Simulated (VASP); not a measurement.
# Mg (P6_3/mmc) in VASP: a series of runs, part 2 of 2

VASP 6.6.1. Earlier steps stand in the parts before.

## Step 6: Single point, RPBE (23.69 Å³/atom)

This run uses another cell than the first one, of 23.69 Å³/atom.

INCAR

```
  PREC = Accurate
  ENCUT = 520
  EDIFF = 1E-7
  ISMEAR = -1
  SIGMA = 0.1
  LREAL = False
  LASPH = True
  NELM = 60
  ALGO = Normal
  ISIF = 2
  LWAVE = False
  LCHARG = False
  GGA = RP
  NBANDS = 9
```

KPOINTS

```
regular mesh
0
Gamma
  18 18 10
```

POSCAR

```
Mg
1.0
    3.2301304156      0.0000000000      0.0000000000
   -1.6150652078      2.7973749975      0.0000000000
    0.0000000000      0.0000000000      5.2445069043
Mg
2
Direct
    0.3333333333      0.6666666667      0.2500000000
    0.6666666667      0.3333333333      0.7500000000
```

Potentials or basis: VASP PAW PBE potentials, release 64 (Mg).

Launch:

```sh
> cat potpaw_PBE.64/Mg/POTCAR > POTCAR
> mpirun -np 1 vasp_std > vasp.out
```

OUTCAR:

```text
PREC = Accurate
   ENCUT = 520
   EDIFF = 1E-7
   ISMEAR = -1
   LREAL = False
   LASPH = True
   NELM = 60
   ISIF = 2
   GGA = RP

 ion  position               nearest neighbor table
   1  0.333  0.667  0.250-   2 3.22   2 3.22   2 3.22   2 3.22   2 3.22   2 3.22
   2  0.667  0.333  0.750-   1 3.22   1 3.22   1 3.22   1 3.22   1 3.22   1 3.22

  LATTYP: Found a hexagonal cell.
 ALAT       =     3.2301304156
 C/A-ratio  =     1.6236207922

  Lattice vectors:

 A1 = (   3.2301304156,   0.0000000000,   0.0000000000)
 A2 = (  -1.6150652078,   2.7973749975,   0.0000000000)
 A3 = (   0.0000000000,   0.0000000000,   5.2445069043)

Analysis of symmetry for initial positions (statically):
=====================================================================
 Subroutine PRICEL returns:
 Original cell was already a primitive cell.

 Routine SETGRP: Setting up the symmetry group for a
 hexagonal supercell.

 Subroutine GETGRP returns: Found 24 space group operations
 (whereof 12 operations were pure point group operations)
 out of a pool of 24 trial point group operations.

The static configuration has the point symmetry D_3d.
 The point group associated with its full space group is D_6h.

Analysis of symmetry for dynamics (positions and initial velocities):
=====================================================================
 Subroutine PRICEL returns:
 Original cell was already a primitive cell.

 Routine SETGRP: Setting up the symmetry group for a
 hexagonal supercell.

 Subroutine GETGRP returns: Found 24 space group operations
 (whereof 12 operations were pure point group operations)
 out of a pool of 24 trial point group operations.

The dynamic configuration has the point symmetry D_3d.
 The point group associated with its full space group is D_6h.

 Subroutine INISYM returns: Found 24 space group operations
 (whereof 12 operations are pure point group operations),
 and found     1 'primitive' translations

[... 114 lines left out ...]
     AMIX_MAG =   1.60;   BMIX_MAG =  1.00
  volume/ion in A,a.u.               =      23.69       159.90
  Fermi-wavevector in a.u.,A,eV,Ry     =   0.718130  1.357069  7.016669  0.515711
  Thomas-Fermi vector in A             =   1.806989
   LORBIT       =      0    0 simple, 1 ext, 2 COOP (PROOUT), +10 PAW based schemes
   GGA     = RP    functional components
   LHFCALC =     F    Hartree Fock is set to
   AEXX    =    0.0000 exact exchange contribution
   IVDW    =     0    specifies the selected vdW correction
   LEPSILON=     F    determine dielectric tensor
   LRPA    =     F    only Hartree local field effects (RPA)
 non-spin polarized calculation
  energy-cutoff  :      520.00
  volume of cell :       47.39
 maximum number of plane-waves:      1302
   NGX = 13   NGY = 13   NGZ = 19

 number of electron       4.0000000 magnetization

 Free energy of the ion-electron system (eV)
  ---------------------------------------------------
  ext. energy  EPLUGINS =         0.00000000
  ---------------------------------------------------
  free energy    TOTEN  =        -2.69611762 eV

  energy without entropy =       -2.66814529  energy(sigma->0) =       -2.68213145

 E-fermi :   2.5746     XC(G=0):  -8.2967

 val. band max:        2.5552086524   @ k =   0.2778   0.2222   0.2000
 cond. band min:       2.5795176777   @ k =   0.3889   0.1111   0.3000
 fundamental gap:      0.0243090253
 Fermi energy:         2.5746495285

 k-point     1 :       0.0000    0.0000    0.0000
  band No.  band energies     occupation
      1      -4.2195      2.00000
      2       0.9200      2.00000
      3       1.3610      1.99999
      4      13.3478      0.00000
      5      13.3478      0.00000
      6      13.4385      0.00000
      7      13.4385      0.00000
      8      14.2205      0.00000
      9      15.7446      0.00000
[... 265 lines left out ...]
 k-point    24 :       0.3889    0.1111    0.0000
  band No.  band energies     occupation
      1      -0.3137      2.00000
      2       1.6988      1.99969
      3       4.5820      0.00000
      4       5.1650      0.00000
      5       6.4806      0.00000
      6       6.5986      0.00000
      7       8.0934      0.00000
      8      11.5754      0.00000
      9      12.4404      0.00000

 [... further k-points ...]
[... 5 lines left out ...]
  --------------------------------------------------------------------------------------
  -------------------------------------------------------------------------------------
  Total       -0.0344026     -0.0344026     -0.0572278      0.0000000      0.0000000      0.0000000
  in kB       -1.1631236     -1.1631236     -1.9348282      0.0000000      0.0000000      0.0000000
  external PRESSURE =      -1.4203585 kB  Pullay stress =       0.0000000 kB

 VOLUME and BASIS-vectors are now :
 -----------------------------------------------------------------------------
  energy-cutoff  :      520.00
  volume of cell :       47.39
      direct lattice vectors                 reciprocal lattice vectors
     3.230130416  0.000000000  0.000000000     0.309585023  0.178738997  0.000000000
    -1.615065208  2.797374997  0.000000000     0.000000000  0.357477993  0.000000000
     0.000000000  0.000000000  5.244506904     0.000000000  0.000000000  0.190675695

 POSITION                                       TOTAL-FORCE (eV/Angst)
 -----------------------------------------------------------------------------------
     -0.00000      1.86492      1.31113         0.000000     -0.000000      0.000000
      1.61507      0.93246      3.93338        -0.000000      0.000000      0.000000
 -----------------------------------------------------------------------------------
    total drift:                               -0.000000      0.000000     -0.000000

  FREE ENERGIE OF THE ION-ELECTRON SYSTEM (eV)
  ---------------------------------------------------
  free  energy   TOTEN  =        -2.6961176200 eV

  energy  without entropy=       -2.6681452866  energy(sigma->0) =       -2.68213145
```

OSZICAR:

```text
N       E                     dE             d eps       ncg     rms          rms(c)
DAV:   1    -0.472697387642E-01   -0.47270E-01   -0.12948E+03  3996   0.316E+02
DAV:   2    -0.266026496139E+01   -0.26130E+01   -0.25202E+01  5326   0.264E+01
DAV:   3    -0.270260337283E+01   -0.42338E-01   -0.41952E-01  5123   0.276E+00
DAV:   4    -0.270274173913E+01   -0.13837E-03   -0.13835E-03  5148   0.160E-01
DAV:   5    -0.270274244697E+01   -0.70784E-06   -0.70763E-06  4905   0.108E-02    0.102E+00
DAV:   6    -0.270184788610E+01    0.89456E-03   -0.93665E-04  4529   0.265E-01    0.658E-01
DAV:   7    -0.269609478922E+01    0.57531E-02   -0.31007E-03  4140   0.445E-01    0.379E-02
DAV:   8    -0.269612160446E+01   -0.26815E-04   -0.18117E-05  5598   0.265E-02    0.978E-03
DAV:   9    -0.269611803054E+01    0.35739E-05   -0.19468E-06  4352   0.739E-03    0.660E-04
DAV:  10    -0.269611772646E+01    0.30408E-06   -0.11039E-08  3579   0.679E-04    0.210E-04
DAV:  11    -0.269611761993E+01    0.10653E-06   -0.16967E-09  2326   0.264E-04    0.232E-05
DAV:  12    -0.269611762001E+01   -0.80504E-10   -0.10196E-10  2241   0.503E-05
   1 F= -.26961176E+01 E0= -.26821315E+01  d E =-.279723E-01
```

Run time: 77 s. Hardware: 1 thread of Intel Xeon 8259CL, shared host; peak memory 0.22 GiB.

Results:

```yaml
Free_energy: -2.6961 eV
Pressure: -0.1 GPa
Band_gap_on_the_k_mesh: zero (bands 2 and 3 overlap by 2.19 eV)
```

Levels at points of the mesh, in eV from the Fermi level:
| k point | band 1 | band 2 | band 3 | band 4 | band 5 | band 6 |
| --- | --- | --- | --- | --- | --- | --- |
| (0.00, 0.00, 0.00) | -6.79 | -1.65 | -1.21 | 10.77 | 10.77 | 10.86 |
| (0.50, 0.00, 0.00) | -2.10 | -2.09 | 2.61 | 2.98 | 3.22 | 3.63 |
| (0.00, 0.00, 0.50) | -5.43 | -5.43 | 4.95 | 4.95 | 11.52 | 11.52 |
| (0.50, 0.00, 0.50) | -1.08 | -1.08 | -0.43 | -0.43 | 7.91 | 7.91 |

Caveat: the PAW data sets were made with another functional, which shifts forces and pressure a little.

## Step 7: The runs side by side

| cell | gap on the mesh (eV) | pressure (GPa) |
| --- | --- | --- |
| a = 3.095, b = 3.095, c = 5.026 Å, angles 90.0, 90.0, 120.0°, 2 atoms | none | 5.5 |
| a = 3.142, b = 3.142, c = 5.101 Å, angles 90.0, 90.0, 120.0°, 2 atoms | none | 3.2 |
| a = 3.186, b = 3.186, c = 5.174 Å, angles 90.0, 90.0, 120.0°, 2 atoms | none | 1.4 |
| a = 3.230, b = 3.230, c = 5.245 Å, angles 90.0, 90.0, 120.0°, 2 atoms | none | -0.1 |

Alike in all rows: task single point; level RPBE; potentials or basis VASP PAW PBE potentials, release 64 (Mg); no spin polarisation; k mesh 18 × 18 × 10; cutoff (eV) 520; smearing fermi-dirac 0.1 eV.

Caveats: the PAW data sets were made with another functional, which shifts forces and pressure a little; the cell stands under pressure (at least some runs).

Total energies depend on the potentials used, so only differences within one code and one set of settings carry meaning.
